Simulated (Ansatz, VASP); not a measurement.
## Gd in VASP and in Ansatz

```xyz
1
Lattice="0.0000 2.5390 2.5390 2.5390 0.0000 2.5390 2.5390 2.5390 0.0000" Properties=species:S:1:pos:R:3 pbc="T T T"
Gd    0.0000    0.0000    0.0000
```

Alike in both runs: task single point; functional PBEsol; k mesh 10 × 10 × 10; occupations fermi-dirac, width 0.1 eV; collinear spin.

|  | VASP | Ansatz |
| --- | --- | --- |
| version | VASP 6.6.1 | Ansatz 0.2.0 |
| potentials or method | VASP PAW PBE potentials, release 64 (Gd), cutoff 520 eV | plane waves, PAW |
| valence electrons in the cell | 18 | 18 |

Ansatz gave:

| Property | Result |
| --- | --- |
| pressure (GPa) | -1.8 |
| net moment per atom (μB) | 7.38 |
| size of the moment on the site where the two differ most (μB) | 7.19 |

Estimate VASP's values.

pressure (GPa): -1.8; net moment per atom (μB): 7.38; size of the moment on the site where the two differ most (μB): 6.90.

VASP's potentials were made for PBE, not for PBEsol. Site moments also hang on the region over which each program counts them.

Neither program's run includes spin-orbit coupling.
